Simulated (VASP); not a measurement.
Crystal: BeCd3Te4.

```
Be Cd Te
1.0
    -3.36705    3.36705    5.01231
     3.36705   -3.36705    5.01231
     3.36705    3.36705   -5.01231
Be Cd Te
1 3 4
Direct
  0.50000 0.50000 0.00000
  0.67127 0.67127 0.00000
  0.32873 0.32873 0.00000
  0.00000 0.00000 0.00000
  0.00000 0.33869 0.33869
  0.00000 0.66131 0.66131
  0.33869 0.00000 0.33869
  0.66131 0.00000 0.66131
```

The cell was generated, and may not be a known phase.

- Program: VASP 6.6.1
- Task: relaxation of cell and atoms
- Functional: PBE
- Potentials or basis: VASP PAW PBE potentials, release 64 (Be, Cd, Te)
- Cutoff: 600 eV
- k mesh: 4 × 4 × 4
- Occupations: gaussian, width 0.2 eV
- Spin: no spin polarisation

At the start: pressure 45.0 GPa; volume 28.41 Å³/atom.

Problem. Where does the relaxation end?

Solution. Over 17 steps the energy falls by 2333.0 meV/atom and the volume is 46.49 Å³/atom (+63.6 %); space group I4/mmm (No. 139, to 0.1 Å) before and after.

The path:
| step | energy change (eV) | largest force (eV/Å) | pressure (GPa) | volume (Å³) |
| --- | --- | --- | --- | --- |
| 1 | 0.0000 | 10.8383 | 44.99 | 227.30 |
| 2 | -15.3771 | 0.5851 | -2.30 | 595.73 |
| 3 | -17.1269 | 1.8562 | 1.33 | 383.49 |
| 4 | -17.1109 | 0.9258 | -0.94 | 440.58 |
| 5 | -17.2084 | 1.3073 | -0.20 | 416.05 |
| 6 | -17.2135 | 1.3817 | -0.03 | 411.55 |
| 7 | -17.6080 | 0.9268 | -0.90 | 413.18 |
| 8 | -17.8862 | 0.9191 | -1.54 | 414.93 |
| 9 | -18.0110 | 0.6240 | -1.56 | 416.99 |
| 10 | -18.2792 | 0.2687 | -0.96 | 405.53 |
| 11 | -18.3342 | 0.2357 | -0.37 | 398.53 |
| 12 | -18.4483 | 0.2415 | -0.50 | 396.85 |
| 13 | -18.6074 | 0.2126 | -0.62 | 391.13 |
| 14 | -18.6087 | 0.2070 | -0.61 | 390.66 |
| 15 | -18.6421 | 0.1748 | -0.33 | 381.99 |
| 16 | -18.6571 | 0.1160 | 0.06 | 371.91 |
| 17 | -18.6640 | 0.0606 | -0.02 | 371.89 |

Final structure:
```cif
data_structure
_symmetry_space_group_name_H-M 'P 1'
_symmetry_Int_Tables_number 1
_cell_length_a 7.9235
_cell_length_b 7.9235
_cell_length_c 7.9235
_cell_angle_alpha 115.463
_cell_angle_beta 115.463
_cell_angle_gamma 98.057
_cell_volume 371.89
loop_
_atom_site_label
_atom_site_type_symbol
_atom_site_fract_x
_atom_site_fract_y
_atom_site_fract_z
_atom_site_occupancy
Be1 Be 0.50000 0.50000 0.00000 1
Cd1 Cd 0.72786 0.72786 0.00000 1
Cd2 Cd 0.27214 0.27214 0.00000 1
Cd3 Cd 0.00000 0.00000 0.00000 1
Te1 Te 0.00000 0.33816 0.33816 1
Te2 Te 0.00000 0.66184 0.66184 1
Te3 Te 0.33816 0.00000 0.33816 1
Te4 Te 0.66184 0.00000 0.66184 1
```

Caveat: the volume moved by over 15 % at a fixed basis, so the end points are rough; the relaxation stopped at a loose force limit of 0.08 eV/Å, so its end isn't a converged minimum.
